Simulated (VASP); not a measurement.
Crystal: Ti.

```xyz
2
Lattice="2.9500 0.0000 0.0000 -1.4750 2.5548 0.0000 0.0000 0.0000 4.6800" Properties=species:S:1:pos:R:3 pbc="T T T"
Ti    1.4750    0.8516    3.5100
Ti    0.0000    1.7032    1.1700
```

| Item | Value |
| --- | --- |
| Program | VASP 6.6.1 |
| Task | relaxation of cell and atoms |
| Functional | PBEsol |
| Potentials or basis | VASP PAW PBE potentials, release 64 (Ti_sv) |
| Cutoff | 600 eV |
| k mesh | 10 × 10 × 6 |
| Occupations | fermi-dirac, width 0.05 eV |
| Spin | no spin polarisation |

At the start: pressure -5.9 GPa; volume 17.64 Å³/atom.

Where does the relaxation end?

Over 8 steps the energy falls by 18.4 meV/atom and the volume is 16.68 Å³/atom (-5.4 %); space group P6_3/mmc (No. 194, to 0.05 Å).

The path:
| step | energy change (eV) | largest force (eV/Å) | pressure (GPa) | volume (Å³) |
| --- | --- | --- | --- | --- |
| 1 | 0.0000 | 0.0000 | -5.89 | 35.27 |
| 2 | -0.0170 | 0.0000 | 4.99 | 32.06 |
| 3 | -0.0367 | 0.0000 | -0.01 | 33.37 |
| 4 | -0.0367 | 0.0000 | 0.10 | 33.33 |
| 5 | -0.0368 | 0.0000 | 0.12 | 33.33 |
| 6 | -0.0369 | 0.0000 | 0.13 | 33.33 |
| 7 | -0.0369 | 0.0000 | -0.09 | 33.40 |
| 8 | -0.0369 | 0.0000 | 0.00 | 33.36 |

Final structure:
```yaml
crystal:
  lattice:
    - [2.90188, 0.00000, 0.00000]
    - [-1.45094, 2.51310, 0.00000]
    - [0.00000, 0.00000, 4.57461]
  atoms:
    - { symbol: Ti, position: [0.66667, 0.33333, 0.75000] }
    - { symbol: Ti, position: [0.33333, 0.66667, 0.25000] }
```

Caveat: the PAW data sets were made with another functional, which shifts forces and pressure a little.
